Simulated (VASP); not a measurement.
Wanted: the native input for a VASP 6.6.1 run.

- Task: single point
- Functional: LDA
- Potentials or basis: VASP PAW LDA potentials, release 64 (Pb_d)
- Cutoff: 520 eV
- k mesh: 9 × 9 × 3
- Occupations: fermi-dirac, width 0.05 eV
- Spin: no spin polarisation
- Dipole correction: no
- Further INCAR settings: ALGO = Fast; EDIFF = 1e-06; NBANDS = 36

The structure of Pb lies in POSCAR:

```
Pb
1.0
    3.4767337338      0.0000000000      0.0000000000
   -1.7383668669      3.0109397357      0.0000000000
    0.0000000000      0.0000000000     11.3398816597
Pb
4
Direct
    0.6666666667      0.3333333333      0.7500000000
    0.0000000000      0.0000000000      0.5000000000
    0.3333333333      0.6666666667      0.2500000000
    0.0000000000      0.0000000000      0.0000000000
```

This isn't the form of Pb at room conditions, which is fcc.

One way to write it, as run:

INCAR

```
SYSTEM = Pb
PREC     = Accurate       ! precision mode
ENCUT    = 520            ! plane-wave cutoff, eV
EDIFF    = 1E-6           ! SCF threshold, eV
ISMEAR   = -1             ! smearing method
SIGMA    = 0.05           ! smearing width, eV
LREAL    = .FALSE.        ! projectors in reciprocal space
LASPH    = .TRUE.         ! aspherical terms in the spheres
NELM     = 100            ! most SCF steps
ALGO     = Fast           ! electronic algorithm
ISIF     = 2              ! what is computed and relaxed
LWAVE    = .FALSE.        ! write WAVECAR
LCHARG   = .TRUE.         ! write CHGCAR
LELF     = .TRUE.         ! ELF
LVHAR    = .TRUE.       
NBANDS   = 36             ! bands
```

KPOINTS

```
Automatic mesh
0
G
  9 9 3
  0 0 0
```

Potentials or basis: VASP PAW LDA potentials, release 64 (Pb_d).

Launch:

```console
$ cat potpaw_LDA.64/Pb_d/POTCAR > POTCAR
$ mpirun -np 1 vasp_std > vasp.out
```

It gave:

The pressure is -1.2 GPa. The band gap on the k mesh is zero (bands 28 and 29 overlap by 7.86 eV).

Caveat: spin-orbit coupling is left out, which moves the levels of the heavy elements.

It took 93 s on 1 thread of AMD EPYC 7R43 64-Core Processor (Zen 3), on a shared host, peak memory 0.2 GiB.
